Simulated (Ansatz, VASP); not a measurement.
**Two plane-wave programs on IO**

```
I O
1.0
     0.00000    3.06977    3.06977
     3.06977    0.00000    3.06977
     3.06977    3.06977    0.00000
I O
1 1
Direct
  0.00000 0.00000 0.00000
  0.50000 0.50000 0.50000
```

Change from the starting cell: species swapped into the LaAs type (Fm-3m, No. 225).

Alike in both runs: task single point; functional PBE; dispersion D3(BJ); k mesh 6 × 6 × 6; occupations gaussian, width 0.1 eV; no spin polarisation.

|  | VASP | Ansatz |
| --- | --- | --- |
| version | VASP 6.6.1 | Ansatz 0.2.0 |
| potentials or method | VASP PAW PBE potentials, release 64 (I, O), cutoff 520 eV | scalar-relativistic, plane waves, PAW |
| valence electrons in the cell | 13 | 23 |

Ansatz gave:

- gap on the k mesh at the Fermi level (eV): none
- pressure (GPa): -11.1

Problem. What did VASP give for the same quantities?

Solution. gap on the k mesh at the Fermi level (eV): none; pressure (GPa): -11.2.

A gap of «none» marks a metal or a gap that the smearing closes. VASP's potentials hold 13 valence electrons a cell and Ansatz's 23, so a difference there can come from the potentials and not from the codes.

Spin-orbit coupling is off throughout.
